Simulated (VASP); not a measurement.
# Cd3InO (P4mm) in VASP: further runs, part 2 of 3

VASP 6.6.1. Earlier steps stand in the parts before.

### Step 3. Single point, PBE

This run uses another cell than the first one, of 29.64 Å³/atom.

Input file INCAR:

```
SYSTEM = Cd3InO
PREC = Accurate
ENCUT = 520
EDIFF = 1E-6
ISMEAR = 0
SIGMA = 0.1
LREAL = .False.
LASPH = .True.
NELM = 60
ALGO = Normal
ISIF = 2
LWAVE = .False.
LCHARG = .False.
GGA = PE
NBANDS = 36
```

Input file KPOINTS:

```
regular mesh
0
Gamma
  4 4 4
  0 0 0
```

Input file POSCAR:

```
Cd3InO
1.0
    4.2077370978      0.0000000000      0.0000000000
    0.0000000000      4.2077370978      0.0000000000
    0.0000000000      0.0000000000      8.3710259127
Cd In O
3 1 1
Direct
    0.0000000000      0.0000000000      0.7619357388
    0.5000000000      0.0000000000      0.3540408741
    0.0000000000      0.5000000000      0.3540408741
    0.0000000000      0.0000000000      0.0976721313
    0.0000000000      0.0000000000      0.5113779317
```

Potentials or basis: VASP PAW PBE potentials, release 64 (Cd, In_d, O).

Command:

```
> cat potpaw_PBE.64/Cd/POTCAR potpaw_PBE.64/In_d/POTCAR potpaw_PBE.64/O/POTCAR > POTCAR
> mpirun -np 1 vasp_std > vasp.out
```

OUTCAR:

```text
SYSTEM = Cd3InO
   PREC = Accurate
   ENCUT = 520
   EDIFF = 1E-6
   ISMEAR = 0
   LREAL = .False.
   LASPH = .True.
   NELM = 60
   ISIF = 2
   GGA = PE

 ion  position               nearest neighbor table
   1  0.000  0.000  0.762-   5 2.10   4 2.81
   2  0.500  0.000  0.354-   5 2.48   5 2.48   3 2.98   3 2.98   3 2.98   3 2.98   4 3.01   4 3.01

   3  0.000  0.500  0.354-   5 2.48   5 2.48   2 2.98   2 2.98   2 2.98   2 2.98   4 3.01   4 3.01

   4  0.000  0.000  0.098-   1 2.81   2 3.01   3 3.01   3 3.01   2 3.01
   5  0.000  0.000  0.511-   1 2.10   2 2.48   3 2.48   3 2.48   2 2.48

  LATTYP: Found a simple tetragonal cell.
 ALAT       =     4.2077370978
 C/A-ratio  =     1.9894365352

  Lattice vectors:

 A1 = (   4.2077370978,   0.0000000000,   0.0000000000)
 A2 = (   0.0000000000,   4.2077370978,   0.0000000000)
 A3 = (   0.0000000000,   0.0000000000,   8.3710259127)

Analysis of symmetry for initial positions (statically):
=====================================================================
 Subroutine PRICEL returns:
 Original cell was already a primitive cell.

 Routine SETGRP: Setting up the symmetry group for a
 simple tetragonal supercell.

 Subroutine GETGRP returns: Found  8 space group operations
 (whereof  8 operations were pure point group operations)
 out of a pool of 16 trial point group operations.

The static configuration has the point symmetry C_4v.

Analysis of symmetry for dynamics (positions and initial velocities):
=====================================================================
 Subroutine PRICEL returns:
 Original cell was already a primitive cell.

 Routine SETGRP: Setting up the symmetry group for a
 simple tetragonal supercell.

 Subroutine GETGRP returns: Found  8 space group operations
 (whereof  8 operations were pure point group operations)
 out of a pool of 16 trial point group operations.

The dynamic configuration has the point symmetry C_4v.

 Subroutine INISYM returns: Found  8 space group operations
 (whereof  8 operations are pure point group operations),
 and found     1 'primitive' translations

----------------------------------------------------------------------------------------

                                     Primitive cell

  volume of cell :     148.2094

  direct lattice vectors                    reciprocal lattice vectors
     4.207737098  0.000000000  0.000000000     0.237657434  0.000000000  0.000000000
     0.000000000  4.207737098  0.000000000     0.000000000  0.237657434  0.000000000
     0.000000000  0.000000000  8.371025913     0.000000000  0.000000000  0.119459671

  length of vectors
     4.207737098  4.207737098  8.371025913     0.237657434  0.237657434  0.119459671

  position of ions in fractional coordinates (direct lattice)
     0.000000000  0.000000000  0.761935739
     0.500000000  0.000000000  0.354040874
     0.000000000  0.500000000  0.354040874
     0.000000000  0.000000000  0.097672131
     0.000000000  0.000000000  0.511377932

  ion indices of the primitive-cell ions
   primitive index   ion index
                 1           1
                 2           2
[... 24 lines left out ...]

 Subroutine IBZKPT returns following result:
 ===========================================

 Found     18 irreducible k-points:

 Following reciprocal coordinates:
            Coordinates               Weight
  0.000000  0.000000  0.000000      1.000000
  0.250000  0.000000  0.000000      4.000000
  0.500000  0.000000  0.000000      2.000000
  0.250000  0.250000  0.000000      4.000000
  0.500000  0.250000  0.000000      4.000000
  0.500000  0.500000  0.000000      1.000000
[... 10 lines left out ...]
  0.500000  0.250000  0.500000      4.000000
  0.500000  0.500000  0.500000      1.000000
   k-points           NKPTS =     18   k-points in BZ     NKDIM =     18   number of bands    NBANDS=     36
   number of dos      NEDOS =    301   number of ions     NIONS =      5
   total plane-waves  NPLWV =  65536
   dimension x,y,z NGX =    32 NGY =   32 NGZ =   64
   dimension x,y,z NGXF=    64 NGYF=   64 NGZF=  128
   ions per type =               3   1   1
   NGX,Y,Z   is equivalent  to a cutoff of  12.64, 12.64, 12.71 a.u.
   NGXF,Y,Z  is equivalent  to a cutoff of  25.29, 25.29, 25.42 a.u.
 SYSTEM =  Cd3InO
   PREC   = accura    normal or accurate (medium, high low for compatibility)
   ISTART =      0    job   : 0-new  1-cont  2-samecut
   ICHARG =      2    charge: 1-file 2-atom 10-const
   ISPIN  =      1    spin polarized calculation?
   LNONCOLLINEAR =      F non collinear calculations
   LSORBIT =      F    spin-orbit coupling
   LASPH  =      T    aspherical Exc in radial PAW
   ENCUT  =  520.0 eV  38.22 Ry    6.18 a.u.   7.82  7.82 15.56*2*pi/ulx,y,z
   NELM   =     60;   NELMIN=  2; NELMDL= -5     # of ELM steps
   EDIFF  = 0.1E-05   stopping-criterion for ELM
   LREAL  =      F    real-space projection
   EDIFFG = 0.1E-04   stopping-criterion for IOM
   NSW    =      0    number of steps for IOM
   IBRION =     -1    ionic relax: 0-MD 1-quasi-New 2-CG
   NFREE  =      0    steps in history (QN), initial steepest desc. (CG)
   ISIF   =      2    stress and relaxation
   ISYM   =      2    0-nonsym 1-usesym 2-fastsym
   POTIM  = 0.5000    time-step for ionic-motion
   TEBEG  =    0.0;   TEEND  =   0.0 temperature during run
   PSTRESS=    0.0 pullay stress
   NELECT =      55.0000    total number of electrons
   NUPDOWN=      -1.0000    fix difference up-down
   EMIN   =  10.00;   EMAX   =-10.00  energy-range for DOS
   EFERMI =   0.00;   METHOD = LEGACY
   ISMEAR =     0;   SIGMA  =   0.10  broadening in eV -4-tet -1-fermi 0-gaus
   EFERMI_NEDOS =   21; number of points for ismear=-14 and -15
   IALGO  =     38    algorithm
   IMIX   =      4    mixing-type and parameters
     AMIX     =   0.40;   BMIX     =  1.00
     AMIX_MAG =   1.60;   BMIX_MAG =  1.00
  volume/ion in A,a.u.               =      29.64       200.03
  Fermi-wavevector in a.u.,A,eV,Ry     =   1.176442  2.223153 18.830670  1.384015
  Thomas-Fermi vector in A             =   2.312806
   LORBIT       =      0    0 simple, 1 ext, 2 COOP (PROOUT), +10 PAW based schemes
   GGA     = PE    functional components
   LHFCALC =     F    Hartree Fock is set to
   AEXX    =    0.0000 exact exchange contribution
   IVDW    =     0    specifies the selected vdW correction
   LEPSILON=     F    determine dielectric tensor
   LRPA    =     F    only Hartree local field effects (RPA)
 non-spin polarized calculation
 Gauss-broadening in eV      SIGMA  =   0.10
  energy-cutoff  :      520.00
  volume of cell :      148.21
 maximum number of plane-waves:      4016
 NGX is ok and might be reduce to    32
   NGX = 15   NGY = 15   NGZ = 31

 number of electron      55.0000018 magnetization

 Free energy of the ion-electron system (eV)
  ---------------------------------------------------
  ext. energy  EPLUGINS =         0.00000000
  ---------------------------------------------------
  free energy    TOTEN  =       -10.17101347 eV

  energy without entropy =      -10.16069473  energy(sigma->0) =      -10.16585410

 E-fermi :   1.5071     XC(G=0):  -8.4457

 val. band max:        1.4893809380   @ k =   0.5000   0.0000   0.0000
 cond. band min:       1.5143663766   @ k =   0.2500   0.0000   0.2500
 fundamental gap:      0.0249854385
 Fermi energy:         1.5070696226

 k-point     1 :       0.0000    0.0000    0.0000
  band No.  band energies     occupation
      1     -16.4130      2.00000
      2     -13.0590      2.00000
      3     -13.0465      2.00000
      4     -13.0258      2.00000
      5     -13.0258      2.00000
      6     -12.9987      2.00000
[... 691 lines left out ...]
     35       5.7170      0.00000
     36       7.6739      0.00000

------------------------ aborting loop because EDIFF is reached ----------------------------------------

  FORCE on cell =-STRESS in cart. coord.  units (eV):
  Direction    XX          YY          ZZ          XY          YZ          ZX
  --------------------------------------------------------------------------------------
  -------------------------------------------------------------------------------------
  Total        0.1534742      0.1534742      0.5212234      0.0000000      0.0000000      0.0000000
  in kB        1.6590905      1.6590905      5.6345413      0.0000000      0.0000000      0.0000000
  external PRESSURE =       2.9842408 kB  Pullay stress =       0.0000000 kB

 VOLUME and BASIS-vectors are now :
 -----------------------------------------------------------------------------
  energy-cutoff  :      520.00
  volume of cell :      148.21
      direct lattice vectors                 reciprocal lattice vectors
     4.207737098  0.000000000  0.000000000     0.237657434  0.000000000  0.000000000
     0.000000000  4.207737098  0.000000000     0.000000000  0.237657434  0.000000000
     0.000000000  0.000000000  8.371025913     0.000000000  0.000000000  0.119459671

 POSITION                                       TOTAL-FORCE (eV/Angst)
 -----------------------------------------------------------------------------------
      0.00000      0.00000      6.37818         0.000000     -0.000000      0.155695
      2.10387      0.00000      2.96369         0.000000     -0.000000     -0.019891
      0.00000      2.10387      2.96369         0.000000      0.000000     -0.019891
      0.00000      0.00000      0.81762         0.000000     -0.000000      0.011035
      0.00000      0.00000      4.28076        -0.000000     -0.000000     -0.126948
 -----------------------------------------------------------------------------------
    total drift:                                0.000000      0.000000     -0.002161

  FREE ENERGIE OF THE ION-ELECTRON SYSTEM (eV)
  ---------------------------------------------------
  free  energy   TOTEN  =       -10.1710134683 eV

  energy  without entropy=      -10.1606947320  energy(sigma->0) =      -10.16585410
```

stdout:

```text
POSCAR found type information on POSCAR CdInO
 POSCAR found :  3 types and       5 ions
 scaLAPACK will be used
 LDA part: xc-table for (Slater+PW92), standard interpolation
 POSCAR, INCAR and KPOINTS ok, starting setup
 FFT: planning ... GRIDC
 FFT: planning ... GRID_SOFT
 FFT: planning ... GRID
 WAVECAR not read
 entering main loop
```

Run time: 43 s. Hardware: 1 thread of Intel Xeon 6975P-C (Granite Rapids), shared host; peak memory 0.28 GiB.

What came out:

```
Free energy            : -10.1710 eV
Pressure               : 0.3 GPa
Largest force          : 0.156 eV/Å
Band gap on the k mesh : zero (an odd number of electrons rules out a gap without spin polarisation)
```

Forces in eV/Å, atoms in the order of the input:
```
Cd   0.000  0.000  0.156
Cd   0.000  0.000 -0.020
Cd   0.000  0.000 -0.020
In   0.000  0.000  0.011
O    0.000  0.000 -0.127
```

Caveat: the k points lie up to 0.37 Å⁻¹ apart, too coarse for converged energies and pressures of a metal; spin-orbit coupling is left out, which moves the levels of the heavy elements; an odd number of electrons without spin polarisation forces a metal; a magnetic or distorted state may lie lower.

(Continued in part 3 of 3.)
